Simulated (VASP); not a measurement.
# Cs (Im-3m) in VASP: notebook

Runs on Cs. Level: PBE. Tasks: single point.

Program: VASP 6.6.1. These are calculated values, not measurements. Logs are shortened: lines on timing, memory, paths and dates and some standing lists are left out, and cuts for length are marked.

### Step 1. The cell of the first run

Symmetry: Im-3m, No. 229, cubic system. Conventional cell: a = 5.743 Å, b = 5.743 Å, c = 5.743 Å, α = 90.00°, β = 90.00°, γ = 90.00°.

### Step 2. Single point, PBE (strain -0.050 along x and y, -0.050 along z)

File INCAR:

```
SYSTEM = Cs
  PREC = Accurate
  ENCUT = 520
  EDIFF = 1E-6
  ISMEAR = 0
  SIGMA = 0.15
  LREAL = .False.
  LASPH = .True.
  NELM = 80
  ALGO = Normal
  ISIF = 2
  LWAVE = .False.
  LCHARG = .False.
  GGA = PE
  NBANDS = 10
```

File KPOINTS:

```
regular mesh
0
Gamma
  12 12 12
  0 0 0
```

File POSCAR:

```
Cs
1.0
   -2.8713750000      2.8713750000      2.8713750000
    2.8713750000     -2.8713750000      2.8713750000
    2.8713750000      2.8713750000     -2.8713750000
Cs
1
Direct
    0.0000000000      0.0000000000      0.0000000000
```

Potentials or basis: VASP PAW PBE potentials, release 64 (Cs_sv).

Launch:

```sh
cat potpaw_PBE.64/Cs_sv/POTCAR > POTCAR
mpirun -np 1 vasp_std > vasp.out
```

OUTCAR:

```text
SYSTEM = Cs
   PREC = Accurate
   ENCUT = 520
   EDIFF = 1E-6
   ISMEAR = 0
   LREAL = .False.
   LASPH = .True.
   NELM = 80
   ISIF = 2
   GGA = PE

 ion  position               nearest neighbor table
   1  0.000  0.000  0.000-

  LATTYP: Found a body centered cubic cell.
 ALAT       =     5.7427500000

  Lattice vectors:

 A1 = (  -2.8713750000,   2.8713750000,   2.8713750000)
 A2 = (   2.8713750000,  -2.8713750000,   2.8713750000)
 A3 = (   2.8713750000,   2.8713750000,  -2.8713750000)

Analysis of symmetry for initial positions (statically):
=====================================================================
 Subroutine PRICEL returns:
 Original cell was already a primitive cell.

 Routine SETGRP: Setting up the symmetry group for a
 body centered cubic supercell.

 Subroutine GETGRP returns: Found 48 space group operations
 (whereof 48 operations were pure point group operations)
 out of a pool of 48 trial point group operations.

The static configuration has the point symmetry O_h .

Analysis of symmetry for dynamics (positions and initial velocities):
=====================================================================
 Subroutine PRICEL returns:
 Original cell was already a primitive cell.

 Routine SETGRP: Setting up the symmetry group for a
 body centered cubic supercell.

 Subroutine GETGRP returns: Found 48 space group operations
 (whereof 48 operations were pure point group operations)
 out of a pool of 48 trial point group operations.

The dynamic configuration has the point symmetry O_h .

 Subroutine INISYM returns: Found 48 space group operations
 (whereof 48 operations are pure point group operations),
 and found     1 'primitive' translations

----------------------------------------------------------------------------------------

                                     Primitive cell

  volume of cell :      94.6956

  direct lattice vectors                    reciprocal lattice vectors
    -2.871375000  2.871375000  2.871375000     0.000000000  0.174132602  0.174132602
     2.871375000 -2.871375000  2.871375000     0.174132602  0.000000000  0.174132602
     2.871375000  2.871375000 -2.871375000     0.174132602  0.174132602  0.000000000

  length of vectors
     4.973367388  4.973367388  4.973367388     0.246260687  0.246260687  0.246260687

  position of ions in fractional coordinates (direct lattice)
     0.000000000  0.000000000  0.000000000

[... 73 lines left out ...]
   ENCUT  =  520.0 eV  38.22 Ry    6.18 a.u.   9.25  9.25  9.25*2*pi/ulx,y,z
   NELM   =     80;   NELMIN=  2; NELMDL= -5     # of ELM steps
   EDIFF  = 0.1E-05   stopping-criterion for ELM
   LREAL  =      F    real-space projection
[... 7 lines left out ...]
   TEBEG  =    0.0;   TEEND  =   0.0 temperature during run
   PSTRESS=    0.0 pullay stress
   NELECT =       9.0000    total number of electrons
   NUPDOWN=      -1.0000    fix difference up-down
   EMIN   =  10.00;   EMAX   =-10.00  energy-range for DOS
   EFERMI =   0.00;   METHOD = LEGACY
   ISMEAR =     0;   SIGMA  =   0.15  broadening in eV -4-tet -1-fermi 0-gaus
   EFERMI_NEDOS =   21; number of points for ismear=-14 and -15
   IALGO  =     38    algorithm
   IMIX   =      4    mixing-type and parameters
     AMIX     =   0.40;   BMIX     =  1.00
     AMIX_MAG =   1.60;   BMIX_MAG =  1.00
  volume/ion in A,a.u.               =      94.70       639.04
  Fermi-wavevector in a.u.,A,eV,Ry     =   0.747101  1.411815  7.594219  0.558159
  Thomas-Fermi vector in A             =   1.843077
   LORBIT       =      0    0 simple, 1 ext, 2 COOP (PROOUT), +10 PAW based schemes
   GGA     = PE    functional components
   LHFCALC =     F    Hartree Fock is set to
   AEXX    =    0.0000 exact exchange contribution
   IVDW    =     0    specifies the selected vdW correction
   LEPSILON=     F    determine dielectric tensor
   LRPA    =     F    only Hartree local field effects (RPA)
 non-spin polarized calculation
 Gauss-broadening in eV      SIGMA  =   0.15
  energy-cutoff  :      520.00
  volume of cell :       94.70
 maximum number of plane-waves:      2587
 NGX is ok and might be reduce to    40
   NGX = 19   NGY = 19   NGZ = 19

 number of electron       8.9999998 magnetization

 Free energy of the ion-electron system (eV)
  ---------------------------------------------------
  ext. energy  EPLUGINS =         0.00000000
  ---------------------------------------------------
  free energy    TOTEN  =        -0.82224921 eV

  energy without entropy =       -0.80537972  energy(sigma->0) =       -0.81381446

 E-fermi :   0.9932     XC(G=0):  -5.9214

 val. band max:        0.9633251795   @ k =   0.2500   0.1667   0.0833
 cond. band min:       1.0222192417   @ k =   0.5000   0.5000   0.0833
 fundamental gap:      0.0588940622
 Fermi energy:         0.9932427996

 k-point     1 :       0.0000    0.0000    0.0000
  band No.  band energies     occupation
      1     -22.7780      2.00000
      2      -9.4775      2.00000
      3      -9.4775      2.00000
      4      -9.4775      2.00000
      5      -0.8830      2.00000
      6       3.5944      0.00000
      7       3.5944      0.00000
      8       3.5944      0.00000
      9       4.6049      0.00000
     10       4.6049      0.00000
[... 287 lines left out ...]
 k-point    24 :       0.4167    0.0833    0.0833
  band No.  band energies     occupation
      1     -22.7611      2.00000
      2      -9.7208      2.00000
      3      -9.5728      2.00000
      4      -9.4961      2.00000
      5       1.1319      0.19127
      6       2.0833      0.00000
      7       2.4483      0.00000
      8       4.5888      0.00000
      9       5.1832      0.00000
     10       5.8438      0.00000

 [... further k-points ...]

------------------------ aborting loop because EDIFF is reached ----------------------------------------

  FORCE on cell =-STRESS in cart. coord.  units (eV):
  Direction    XX          YY          ZZ          XY          YZ          ZX
  --------------------------------------------------------------------------------------
  -------------------------------------------------------------------------------------
  Total        0.3408413      0.3408413      0.3408413     -0.0000000     -0.0000000     -0.0000000
  in kB        5.7667763      5.7667763      5.7667763     -0.0000000     -0.0000000     -0.0000000
  external PRESSURE =       5.7667763 kB  Pullay stress =       0.0000000 kB

 VOLUME and BASIS-vectors are now :
 -----------------------------------------------------------------------------
  energy-cutoff  :      520.00
  volume of cell :       94.70
      direct lattice vectors                 reciprocal lattice vectors
    -2.871375000  2.871375000  2.871375000     0.000000000  0.174132602  0.174132602
     2.871375000 -2.871375000  2.871375000     0.174132602  0.000000000  0.174132602
     2.871375000  2.871375000 -2.871375000     0.174132602  0.174132602  0.000000000

 POSITION                                       TOTAL-FORCE (eV/Angst)
 -----------------------------------------------------------------------------------
      0.00000      0.00000      0.00000        -0.000000      0.000000     -0.000000
 -----------------------------------------------------------------------------------
    total drift:                               -0.000000     -0.000000     -0.000000

  FREE ENERGIE OF THE ION-ELECTRON SYSTEM (eV)
  ---------------------------------------------------
  free  energy   TOTEN  =        -0.8222492076 eV

  energy  without entropy=       -0.8053797193  energy(sigma->0) =       -0.81381446
```

OSZICAR:

```text
N       E                     dE             d eps       ncg     rms          rms(c)
DAV:   1     0.507246175546E+02    0.50725E+02   -0.30920E+03  1440   0.646E+02
DAV:   2     0.385299150059E+01   -0.46872E+02   -0.45414E+02  1834   0.110E+02
DAV:   3    -0.765161487520E+00   -0.46182E+01   -0.46123E+01  1666   0.394E+01
DAV:   4    -0.822548446597E+00   -0.57387E-01   -0.57378E-01  1860   0.532E+00
DAV:   5    -0.822775225304E+00   -0.22678E-03   -0.22677E-03  1936   0.299E-01    0.151E-01
DAV:   6    -0.821944764045E+00    0.83046E-03   -0.22466E-03  1794   0.226E-01    0.925E-02
DAV:   7    -0.822103912388E+00   -0.15915E-03   -0.35882E-03  1636   0.297E-01    0.434E-02
DAV:   8    -0.822248545943E+00   -0.14463E-03   -0.15290E-04  1596   0.836E-02    0.441E-03
DAV:   9    -0.822249973755E+00   -0.14278E-05   -0.23151E-06  2198   0.886E-03    0.279E-03
DAV:  10    -0.822249207626E+00    0.76613E-06   -0.71004E-07  1516   0.467E-03
   1 F= -.82224921E+00 E0= -.81381446E+00  d E =-.168695E-01
```

Run time: 29 s. Hardware: 1 thread of AMD EPYC 9R45 (Zen 5), shared host; peak memory 0.23 GiB.

What came out:

| Quantity | Value |
| --- | --- |
| Free energy | -0.8222 eV |
| Pressure | 0.6 GPa |

Levels at points of the mesh, in eV from the Fermi level:
```
           k point  band 1  band 2  band 3  band 4  band 5  band 6  band 7  band 8
(0.00, 0.00, 0.00)  -23.77  -10.47  -10.47  -10.47   -1.88    2.60    2.60    2.60
(0.50, 0.00, 0.00)  -23.75  -10.73  -10.55  -10.47   -0.06    1.13    1.60    3.52
(0.50, 0.50, 0.50)  -23.74  -10.65  -10.65  -10.65    0.45    0.45    3.56    3.56
```

Caveat: the cell differs from its parent crystal (strain -0.050 along x and y, -0.050 along z); spin-orbit coupling is left out, which moves the levels of the heavy elements.

### Step 3. Single point, PBE (strain -0.025 along x and y, -0.025 along z)

File INCAR:

```
ALGO     = Normal         # electronic algorithm
EDIFF    = 1E-6           # SCF threshold, eV
ENCUT    = 520            # plane-wave cutoff, eV
GGA      = PE             # functional
ISIF     = 2              # what is computed and relaxed
ISMEAR   = 0              # smearing method
LASPH    = True           # aspherical terms in the spheres
LCHARG   = False          # write CHGCAR
LREAL    = False          # projectors in reciprocal space
LWAVE    = False          # write WAVECAR
NBANDS   = 10             # bands
NELM     = 80             # most SCF steps
PREC     = Accurate       # precision mode
SIGMA    = 0.15           # smearing width, eV
```

File KPOINTS:

```
k-points
0
Gamma
  12 12 12
```

File POSCAR:

```
Cs
1.0
   -2.9469375000      2.9469375000      2.9469375000
    2.9469375000     -2.9469375000      2.9469375000
    2.9469375000      2.9469375000     -2.9469375000
Cs
1
Direct
    0.0000000000      0.0000000000      0.0000000000
```

Potentials or basis: VASP PAW PBE potentials, release 64 (Cs_sv).

Launch:

```sh
cat potpaw_PBE.64/Cs_sv/POTCAR > POTCAR
mpirun -np 1 vasp_std > vasp.out
```

Run time: 29 s. Hardware: 1 thread of AMD EPYC 9R45 (Zen 5), shared host; peak memory 0.23 GiB.

It converged, with:

* Free energy: -0.8438 eV
* Pressure: 0.3 GPa

Levels at points of the mesh, in eV from the Fermi level:
```tsv
k point	band 2	band 3	band 4	band 5	band 6	band 7
(0.00, 0.00, 0.00)	-10.52	-10.52	-10.52	-1.80	2.56	2.56
(0.50, 0.00, 0.00)	-10.72	-10.59	-10.52	-0.02	1.01	1.63
(0.50, 0.50, 0.50)	-10.66	-10.66	-10.66	0.54	0.54	3.33
```

Caveat: the cell differs from its parent crystal (strain -0.025 along x and y, -0.025 along z); spin-orbit coupling is left out, which moves the levels of the heavy elements.

### Step 4. Single point, PBE (strain +0.025 along x and y, +0.025 along z)

File INCAR:

```
SYSTEM = Cs
  ALGO = Normal
  EDIFF = 1E-6
  ENCUT = 520
  GGA = PE
  ISIF = 2
  ISMEAR = 0
  LASPH = .True.
  LCHARG = .False.
  LREAL = .False.
  LWAVE = .False.
  NBANDS = 10
  NELM = 80
  PREC = Accurate
  SIGMA = 0.15
```

File KPOINTS:

```
k-points
0
Gamma
  12 12 12
  0 0 0
```

File POSCAR:

```
Cs
1.0
   -3.0980625000      3.0980625000      3.0980625000
    3.0980625000     -3.0980625000      3.0980625000
    3.0980625000      3.0980625000     -3.0980625000
Cs
1
Direct
    0.0000000000      0.0000000000      0.0000000000
```

Launch:

```sh
cat potpaw_PBE.64/Cs_sv/POTCAR > POTCAR
mpirun -np 1 vasp_std > vasp.out
```

It took 30 s on 1 thread of AMD EPYC 9R45 (Zen 5), shared host; peak memory 0.24 GiB.

Results (log left out):

```
Free energy : -0.8570 eV
Pressure    : 0.0 GPa
```

Levels at points of the mesh, in eV from the Fermi level:
```
           k point  band 1  band 2  band 3  band 4  band 5  band 6  band 7  band 8  band 9
(0.00, 0.00, 0.00)  -23.88  -10.62  -10.62  -10.62   -1.64    2.47    2.47    2.47    3.31
(0.50, 0.00, 0.00)  -23.87  -10.75  -10.66  -10.62    0.05    0.84    1.65    3.13    3.74
(0.50, 0.50, 0.50)  -23.87  -10.71  -10.71  -10.71    0.68    0.68    2.93    2.93    2.93
```

Caveat: the cell differs from its parent crystal (strain +0.025 along x and y, +0.025 along z); spin-orbit coupling is left out, which moves the levels of the heavy elements.

### Step 5. Overview

| cell | gap on the mesh (eV) | pressure (GPa) |
| --- | --- | --- |
| a = 4.973 Å, angles 109.5°, 1 atom | none | 0.6 |
| a = 5.104 Å, angles 109.5°, 1 atom | none | 0.3 |
| a = 5.366 Å, angles 109.5°, 1 atom | none | 0.0 |

Alike in all rows: task single point; level PBE; potentials or basis VASP PAW PBE potentials, release 64 (Cs_sv); no spin polarisation; k mesh 12 × 12 × 12; cutoff (eV) 520; smearing gaussian 0.15 eV.

Caveats: spin-orbit coupling is left out, which moves the levels of the heavy elements.

Total energies depend on the potentials used, so only differences within one code and one set of settings carry meaning.
